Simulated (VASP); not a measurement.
# TaH5 (R3m) in VASP: notebook

The runs below take TaH5 through relaxation of cell and atoms, with PBE.

All numbers are computed with VASP 6.6.1; they aren't measurements. Logs are shortened: lines on timing, memory, paths and dates and some standing lists are left out, and cuts for length are marked.

## Step 1: The cell of the first run

The structure is trigonal, space group R3m (No. 160). The conventional cell has a = 5.050 Å, b = 5.050 Å, c = 9.077 Å, α = 90.00°, β = 90.00°, γ = 120.00°. Within 3.5 Å of Ta (site symmetry 3m) lie 21 H at 2.23 to 3.45 Å. H (site symmetry m) has 3 H at 1.18 to 1.32 Å within 1.6 Å. H (site symmetry 3m) has 4 H at 1.01 to 1.32 Å within 1.4 Å. Within 1.4 Å of H (site symmetry 3m) lie 1 H at 1.01 Å.

The cell was built from a structure type or drawn by symmetry, and may not be a known phase.

## Step 2: Relaxation of cell and atoms, PBE

Contents of INCAR:

```
PREC     = Accurate       # precision mode
ENCUT    = 600            # plane-wave cutoff, eV
EDIFF    = 1E-6           # SCF threshold, eV
ISMEAR   = 0              # smearing method
SIGMA    = 0.1            # smearing width, eV
LREAL    = F              # projectors in reciprocal space
LASPH    = T              # aspherical terms in the spheres
NELM     = 60             # most SCF steps
ALGO     = Normal         # electronic algorithm
ISIF     = 3              # what is computed and relaxed
LWAVE    = F              # write WAVECAR
LCHARG   = F              # write CHGCAR
GGA      = PE             # functional
IBRION   = 2              # ionic algorithm
NSW      = 90             # ionic steps
EDIFFG   = -0.04          # ionic threshold
```

Contents of KPOINTS:

```
Automatic mesh
0
Gamma
  6 6 6
```

Contents of POSCAR:

```
TaH5
1.0
    2.5252329000      1.4579438900      3.0257669200
   -2.5252329000      1.4579438900      3.0257669200
    0.0000000000     -2.9158877800      3.0257669200
Ta H
1 5
Direct
    0.7049928300      0.7049928300      0.7049928300
    0.4438183400      0.2096378400      0.4438183400
    0.4438183400      0.4438183400      0.2096378400
    0.2096378400      0.4438183400      0.4438183400
    0.2414062000      0.2414062000      0.2414062000
    0.1305779400      0.1305779400      0.1305779400
```

Potentials or basis: VASP PAW PBE potentials, release 64 (Ta_pv, H).

Run with:

```
cat potpaw_PBE.64/Ta_pv/POTCAR potpaw_PBE.64/H/POTCAR > POTCAR
mpirun -np 1 vasp_std > vasp.out
```

OUTCAR:

```text
PREC = Accurate
   ENCUT = 600
   EDIFF = 1E-6
   ISMEAR = 0
   LREAL = F
   LASPH = T
   NELM = 60
   ISIF = 3
   GGA = PE
   IBRION = 2
   NSW = 90
   EDIFFG = -0.04

 ion  position               nearest neighbor table
   1  0.705  0.705  0.705-   3 2.23   2 2.23   4 2.23
   2  0.444  0.210  0.444-   1 2.23
   3  0.444  0.444  0.210-   1 2.23
   4  0.210  0.444  0.444-   1 2.23
   5  0.241  0.241  0.241-
   6  0.131  0.131  0.131-

  LATTYP: Found a trigonal (rhomboedric) cell.
 ALAT       =     4.2021026927
 COS(alpha) =     0.2777300439

  Lattice vectors:

 A1 = (   2.5252329000,   1.4579438900,   3.0257669200)
 A2 = (  -2.5252329000,   1.4579438900,   3.0257669200)
 A3 = (   0.0000000000,  -2.9158877800,   3.0257669200)

Analysis of symmetry for initial positions (statically):
=====================================================================
 Subroutine PRICEL returns:
 Original cell was already a primitive cell.

 Routine SETGRP: Setting up the symmetry group for a
 trigonal (rhombohedral) supercell.

 Subroutine GETGRP returns: Found  6 space group operations
 (whereof  6 operations were pure point group operations)
 out of a pool of 12 trial point group operations.

The static configuration has the point symmetry C_3v.

Analysis of symmetry for dynamics (positions and initial velocities):
=====================================================================
 Subroutine PRICEL returns:
 Original cell was already a primitive cell.

 Routine SETGRP: Setting up the symmetry group for a
 trigonal (rhombohedral) supercell.

 Subroutine GETGRP returns: Found  6 space group operations
 (whereof  6 operations were pure point group operations)
 out of a pool of 12 trial point group operations.

The dynamic configuration has the point symmetry C_3v.

 Subroutine INISYM returns: Found  6 space group operations
 (whereof  6 operations are pure point group operations),
 and found     1 'primitive' translations

----------------------------------------------------------------------------------------

                                     Primitive cell

  volume of cell :      66.8389

  direct lattice vectors                    reciprocal lattice vectors
     2.525232900  1.457943890  3.025766920     0.198001539  0.114316242  0.110164908
    -2.525232900  1.457943890  3.025766920    -0.198001539  0.114316242  0.110164908
     0.000000000 -2.915887780  3.025766920     0.000000000 -0.228632484  0.110164908

  length of vectors
     4.202102693  4.202102693  4.202102688     0.253789518  0.253789518  0.253789518

  position of ions in fractional coordinates (direct lattice)
[... 116 lines left out ...]
   LEPSILON=     F    determine dielectric tensor
   LRPA    =     F    only Hartree local field effects (RPA)
 conjugate gradient relaxation of ions
 non-spin polarized calculation
 Gauss-broadening in eV      SIGMA  =   0.10
  energy-cutoff  :      600.00
  volume of cell :       66.84
 maximum number of plane-waves:      2245
 NGX is ok and might be reduce to    36
   NGX = 17   NGY = 17   NGZ = 17

--------------------------------------- Ionic step        1  -------------------------------------------

 number of electron      16.0000000 magnetization

 Free energy of the ion-electron system (eV)
  ---------------------------------------------------
  ext. energy  EPLUGINS =         0.00000000
  ---------------------------------------------------
  free energy    TOTEN  =       -20.16709649 eV

  energy without entropy =      -20.14508770  energy(sigma->0) =      -20.15609209

------------------------ aborting loop because EDIFF is reached ----------------------------------------

  FORCE on cell =-STRESS in cart. coord.  units (eV):
  Direction    XX          YY          ZZ          XY          YZ          ZX
  --------------------------------------------------------------------------------------
  -------------------------------------------------------------------------------------
  Total       -5.9600397     -5.9600397     -4.6829057      0.0000000      0.0000000      0.0000000
  in kB     -142.8666182   -142.8666173   -112.2527589      0.0000000      0.0000000      0.0000000
  external PRESSURE =    -132.6619981 kB  Pullay stress =       0.0000000 kB
[... 101 lines left out ...]
  FREE ENERGIE OF THE ION-ELECTRON SYSTEM (eV)
  ---------------------------------------------------
  free  energy   TOTEN  =       -22.2310313638 eV

  energy  without entropy=      -22.2102368736  energy(sigma->0) =      -22.22063412

[... ionic steps 4 to 47 ...]

--------------------------------------- Ionic step       48  -------------------------------------------

 number of electron      16.0000001 magnetization

------------------------ aborting loop because EDIFF is reached ----------------------------------------
[... 35 lines left out ...]
--------------------------------------- Ionic step       49  -------------------------------------------

 number of electron      16.0000001 magnetization

 E-fermi :   2.3075     XC(G=0):  -9.9990

 val. band max:        2.2468134014   @ k =  -0.3333   0.3333   0.3333
 cond. band min:       2.3222627192   @ k =  -0.1667   0.3333   0.1667
 fundamental gap:      0.0754493178
 Fermi energy:         2.3075412384

 k-point     1 :       0.0000    0.0000    0.0000
  band No.  band energies     occupation
      1     -32.9808      2.00000
      2     -32.8978      2.00000
      3     -32.8978      2.00000
      4      -8.6096      2.00000
      5      -3.0548      2.00000
      6      -3.0548      2.00000
      7      -2.2660      2.00000
      8       3.6311      0.00000
      9       3.6311      0.00000
     10       4.5815      0.00000
     11       5.4413      0.00000
     12       7.3598      0.00000
[... 384 lines left out ...]
--------------------------------------- Ionic step       50  -------------------------------------------

 number of electron      16.0000001 magnetization

 Free energy of the ion-electron system (eV)
  ---------------------------------------------------
  ext. energy  EPLUGINS =         0.00000000
  ---------------------------------------------------
  free energy    TOTEN  =       -26.18511256 eV

  energy without entropy =      -26.17194903  energy(sigma->0) =      -26.17853079

 E-fermi :   2.3172     XC(G=0): -10.0091

 val. band max:        2.2530926078   @ k =  -0.3333   0.3333   0.3333
 cond. band min:       2.3294166523   @ k =   0.3333   0.3333  -0.0000
 fundamental gap:      0.0763240445
 Fermi energy:         2.3171867380

 k-point     1 :       0.0000    0.0000    0.0000
  band No.  band energies     occupation
      1     -32.9646      2.00000
      2     -32.8826      2.00000
      3     -32.8826      2.00000
      4      -8.6126      2.00000
      5      -3.0577      2.00000
      6      -3.0577      2.00000
      7      -2.2433      2.00000
      8       3.6466      0.00000
      9       3.6466      0.00000
     10       4.6133      0.00000
     11       5.4770      0.00000
     12       7.3935      0.00000
[... 378 lines left out ...]
  FREE ENERGIE OF THE ION-ELECTRON SYSTEM (eV)
  ---------------------------------------------------
  free  energy   TOTEN  =       -26.1851125602 eV

  energy  without entropy=      -26.1719490280  energy(sigma->0) =      -26.17853079

 reached required accuracy - stopping structural energy minimisation
```

OSZICAR:

```text
N       E                     dE             d eps       ncg     rms          rms(c)
DAV:   1     0.743340076165E+02    0.74334E+02   -0.87303E+03   768   0.129E+03
DAV:   2    -0.201520246803E+02   -0.94486E+02   -0.90895E+02   892   0.266E+02
DAV:   3    -0.237949322549E+02   -0.36429E+01   -0.35202E+01   976   0.498E+01
[... 428 lines left out ...]
DAV:   1    -0.261854559618E+02   -0.12333E-02   -0.11122E-01   768   0.378E+00    0.186E-01
DAV:   2    -0.261851941747E+02    0.26179E-03   -0.79903E-03   804   0.961E-01    0.704E-02
DAV:   3    -0.261851161954E+02    0.77979E-04   -0.55619E-04   952   0.222E-01    0.297E-02
DAV:   4    -0.261851124349E+02    0.37605E-05   -0.33427E-05   876   0.505E-02    0.138E-02
DAV:   5    -0.261851125602E+02   -0.12525E-06   -0.60763E-06   948   0.232E-02
  50 F= -.26185113E+02 E0= -.26178531E+02  d E =-.890170E-03
```

Wall time 7.5 min (1 thread of AMD EPYC 9R45 (Zen 5), shared host); peak memory 0.2 GiB.

Results:

- Free energy: -26.1851 eV
- Relaxed volume: 7.49 Å³/atom
- Relaxed cell: a = 3.618 Å, b = 3.618 Å, c = 3.618 Å, α = 99.90°, β = 99.90°, γ = 99.90°
- Space group after relaxing (to 0.1 Å): R3m (No. 160)
- Energy gained by relaxing: 1003.0 meV/atom
- Ionic steps: 50
- Pressure after relaxing: -0.3 GPa
- Largest force after relaxing: 0.039 eV/Å
- Band gap on the k mesh: zero (bands 8 and 9 overlap by 2.42 eV)

Forces in eV/Å, atoms in the order of the input:
```
Ta   0.000  0.000  0.030
H    0.010 -0.006 -0.031
H    0.000  0.011 -0.031
H   -0.010 -0.006 -0.031
H    0.000  0.000  0.024
H    0.000  0.000  0.039
```

The path:
| step | energy change (eV) | largest force (eV/Å) | pressure (GPa) | volume (Å³) |
| --- | --- | --- | --- | --- |
| 1 | 0.0000 | 4.0556 | -13.27 | 66.84 |
| 3 | -2.0639 | 5.9129 | -5.88 | 57.44 |
| 5 | -3.2059 | 3.1543 | 5.63 | 49.87 |
| 7 | -3.3561 | 0.8700 | -1.34 | 51.49 |
| 9 | -3.4189 | 0.6939 | -1.48 | 51.40 |
| 11 | -3.9808 | 1.0238 | -4.89 | 50.98 |
| 13 | -3.5392 | 11.6811 | 16.69 | 42.81 |
| 15 | -4.8396 | 5.5771 | -1.51 | 46.46 |
| 17 | -4.9007 | 5.6578 | 0.18 | 45.61 |
| 19 | -4.9763 | 4.9595 | 0.05 | 45.60 |
| 21 | -5.0555 | 3.8656 | 0.11 | 45.56 |
| 23 | -5.2793 | 3.3405 | -1.66 | 45.57 |
| 25 | -5.5445 | 1.9659 | -5.71 | 45.54 |
| 27 | -5.6197 | 1.9507 | -5.02 | 45.33 |
| 29 | -5.8825 | 1.2289 | 1.89 | 43.40 |
| 31 | -5.8994 | 0.9144 | 0.08 | 43.74 |
| 33 | -5.9396 | 0.6414 | 0.09 | 43.60 |
| 35 | -5.9893 | 0.2261 | 1.37 | 43.49 |
| 37 | -5.9972 | 0.1187 | 1.11 | 43.78 |
| 39 | -6.0042 | 0.2112 | -0.35 | 44.56 |
| 41 | -6.0077 | 0.0470 | -0.38 | 44.76 |
| 43 | -6.0099 | 0.0795 | -0.02 | 44.71 |
| 45 | -6.0147 | 0.0913 | 0.24 | 44.72 |
| 47 | -6.0159 | 0.1671 | -0.16 | 44.95 |
| 49 | -6.0171 | 0.0962 | -0.54 | 45.08 |
| 50 | -6.0180 | 0.0386 | -0.30 | 44.96 |

Final structure:
```
Ta H
1.0
     2.76940    1.59891    1.69221
    -2.76940    1.59891    1.69221
     0.00000   -3.19782    1.69221
Ta H
1 5
Direct
  0.66664 0.66664 0.66664
  0.55843 0.12977 0.55843
  0.55843 0.55843 0.12977
  0.12977 0.55843 0.55843
  0.21203 0.21203 0.21203
  0.04894 0.04894 0.04894
```

Caveat: the volume moved by over 15 % at a fixed basis, so the end points are rough; spin-orbit coupling is left out, which moves the levels of the heavy elements.

## Step 3: Relaxation of cell and atoms, PBE

This run uses another cell than the first one, of 7.50 Å³/atom.

Contents of INCAR:

```
SYSTEM = TaH5
  PREC = Accurate
  ENCUT = 600
  EDIFF = 1E-6
  ISMEAR = 0
  SIGMA = 0.1
  LREAL = .FALSE.
  LASPH = .TRUE.
  NELM = 80
  ALGO = Normal
  ISIF = 3
  LWAVE = .FALSE.
  LCHARG = .FALSE.
  GGA = PE
  IBRION = 2
  NSW = 100
  EDIFFG = -0.01
```

Contents of KPOINTS:

```
regular mesh
0
G
  12 12 12
  0 0 0
```

Contents of POSCAR:

```
TaH5
1.0
    2.5399621717      1.4664478435      2.0148700992
   -2.5399621717      1.4664478435      2.0148700992
    0.0000000000     -2.9328956871      2.0148700992
Ta H
1 5
Direct
    0.6907158516      0.6907158516      0.6907158516
    0.5755922308      0.1803405857      0.5755922308
    0.5755922308      0.5755922308      0.1803405857
    0.1803405857      0.5755922308      0.5755922308
    0.1417281651      0.1417281651      0.1417281651
    0.0102824261      0.0102824261      0.0102824261
```

Potentials or basis: VASP PAW PBE potentials, release 64 (Ta_pv, H).

Run with:

```
cat potpaw_PBE.64/Ta_pv/POTCAR potpaw_PBE.64/H/POTCAR > POTCAR
mpirun -np 1 vasp_std > vasp.out
```

Wall time 3 min (1 thread of AMD EPYC 9R45 (Zen 5), shared host); peak memory 0.24 GiB.

The run converged. Its results:

```
Free energy                           : -26.1718 eV
Relaxed volume                        : 7.56 Å³/atom
Relaxed cell                          : a = 3.566 Å, b = 3.566 Å, c = 3.566 Å, α = 91.16°, β = 91.16°, γ = 91.16°
Space group after relaxing (to 0.1 Å) : R3m (No. 160)
Energy gained by relaxing             : 0.2 meV/atom
Ionic steps                           : 13
Pressure after relaxing               : 0.0 GPa
Largest force after relaxing          : 0.006 eV/Å
Band gap on the k mesh                : zero (bands 8 and 9 overlap by 1.79 eV)
```

Forces on the atoms (eV/Å):
```
Ta   0.000  0.000  0.002
H    0.000  0.000  0.000
H    0.000 -0.001  0.000
H    0.000  0.000  0.000
H    0.000  0.000 -0.006
H    0.000  0.000  0.003
```

Step by step:
| step | energy change (eV) | largest force (eV/Å) | pressure (GPa) | volume (Å³) |
| --- | --- | --- | --- | --- |
| 1 | 0.0000 | 0.0976 | 0.06 | 45.03 |
| 2 | -0.0004 | 0.0336 | 0.15 | 45.05 |
| 3 | -0.0005 | 0.0396 | 0.19 | 45.05 |
| 4 | -0.0007 | 0.0335 | 0.08 | 45.13 |
| 5 | -0.0008 | 0.0646 | 0.02 | 45.17 |
| 6 | -0.0010 | 0.0242 | 0.03 | 45.23 |
| 7 | -0.0010 | 0.0164 | 0.03 | 45.25 |
| 8 | -0.0010 | 0.0153 | 0.03 | 45.26 |
| 9 | -0.0011 | 0.0117 | -0.01 | 45.31 |
| 10 | -0.0011 | 0.0179 | -0.07 | 45.40 |
| 11 | -0.0011 | 0.0116 | -0.06 | 45.34 |
| 12 | -0.0011 | 0.0100 | 0.01 | 45.33 |
| 13 | -0.0011 | 0.0060 | 0.00 | 45.33 |

Final structure:
```
Ta H
1.0
     2.54728    1.47067    2.01678
    -2.54728    1.47067    2.01678
     0.00000   -2.94134    2.01678
Ta H
1 5
Direct
  0.68887 0.68887 0.68887
  0.57779 0.17885 0.57779
  0.57779 0.57779 0.17885
  0.17885 0.57779 0.57779
  0.14117 0.14117 0.14117
  0.00978 0.00978 0.00978
```

Levels at points of the mesh, in eV from the Fermi level:
```
           k point  band 5  band 6  band 7  band 8  band 9  band 10  band 11  band 12
(0.00, 0.00, 0.00)   -5.48   -5.48   -5.00    0.87    1.58     1.58     3.86     5.07
(0.50, 0.00, 0.00)   -7.82   -5.21   -3.73    0.23    1.38     1.67     2.14     6.06
(0.50, 0.50, 0.00)   -6.25   -4.81   -3.83   -0.40    0.50     1.30     2.08     2.67
(0.50, 0.50, 0.50)   -5.04   -3.67   -3.67   -0.81   -0.81     0.14     2.17     2.17
```

Caveat: spin-orbit coupling is left out, which moves the levels of the heavy elements.
